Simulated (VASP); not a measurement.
Write the native input for VASP 6.6.1 that does the following.

- Task: single point
- Functional: PBE
- Potentials or basis: VASP PAW PBE potentials, release 64 (Li_sv, Sc_sv)
- Cutoff: 520 eV
- k mesh: 5 × 5 × 5
- Occupations: fermi-dirac, width 0.1 eV
- Spin: no spin polarisation
- Dipole correction: no
- Further INCAR settings: ALGO = Normal; EDIFF = 1e-06; NBANDS = 30

The structure of Li3Sc lies in POSCAR:

```
Li3Sc
1.0
    6.2314559100      0.0000000000      0.0000000000
   -3.1157279550      5.3965991206      0.0000000000
    0.0000000000      0.0000000000      4.9326660000
Li Sc
6 2
Direct
    0.3217400100      0.1608700050      0.7500000000
    0.1608700050      0.3217400100      0.2500000000
    0.1608700050      0.8391299950      0.2500000000
    0.6782599900      0.8391299950      0.2500000000
    0.8391299950      0.1608700050      0.7500000000
    0.8391299950      0.6782599900      0.7500000000
    0.6666666667      0.3333333333      0.2500000000
    0.3333333333      0.6666666667      0.7500000000
```

The input as run:

INCAR

```
  ALGO = Normal
  EDIFF = 1E-6
  ENCUT = 520
  GGA = PE
  ISIF = 2
  ISMEAR = -1
  LASPH = T
  LCHARG = F
  LREAL = F
  LWAVE = F
  NBANDS = 30
  NELM = 60
  PREC = Accurate
  SIGMA = 0.1
```

KPOINTS

```
k-points
0
Gamma
  5 5 5
```

Potentials or basis: VASP PAW PBE potentials, release 64 (Li_sv, Sc_sv).

Command:

```bash
$ cat potpaw_PBE.64/Li_sv/POTCAR potpaw_PBE.64/Sc_sv/POTCAR > POTCAR
$ mpirun -np 1 vasp_std > vasp.out
```

It gave:

* Largest force: 0.023 eV/Å
* Band gap on the k mesh: zero (band 20 reaches 1.72 eV, above the bottom of band 21 at 1.38 eV)

It took 85 s on 1 thread of Intel(R) Xeon(R) Platinum 8375C CPU @ 2.90GHz (Ice Lake), with other jobs on the host, peak memory 0.3 GiB.
